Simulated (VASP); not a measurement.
The system is Eu.

```
Eu
1.0
    -2.30300    2.30300    2.30300
     2.30300   -2.30300    2.30300
     2.30300    2.30300   -2.30300
Eu
1
Direct
  0.00000 0.00000 0.00000
```

Base run:

```yaml
Program: VASP 6.6.1
Functional: PBEsol
Potentials_or_basis: VASP PAW PBE potentials, release 64 (Eu)
Cutoff: 520 eV
k_mesh: 7 × 7 × 7
Occupations: fermi-dirac, width 0.05 eV
Spin: collinear spin, ferromagnetic start
Starting_moments: "[8.8] μB"
Fixed_moment: 8.8 μB
```

Its results: pressure -3.1 GPa; site moments Eu +6.99 μB.

**Question.** The run is repeated on the same cell with these changes: fixed moment from 8.8 μB to 3.5 μB; moments at the start from [8.8] to [3.5]. What comes out?

**Answer.** Pressure -4.6 GPa; site moments Eu +5.33 μB.

Caveats: the cell stands under tension; the PAW data sets were made with another functional, which shifts forces and pressure a little; the total moment is fixed, so each spin has its own Fermi level.
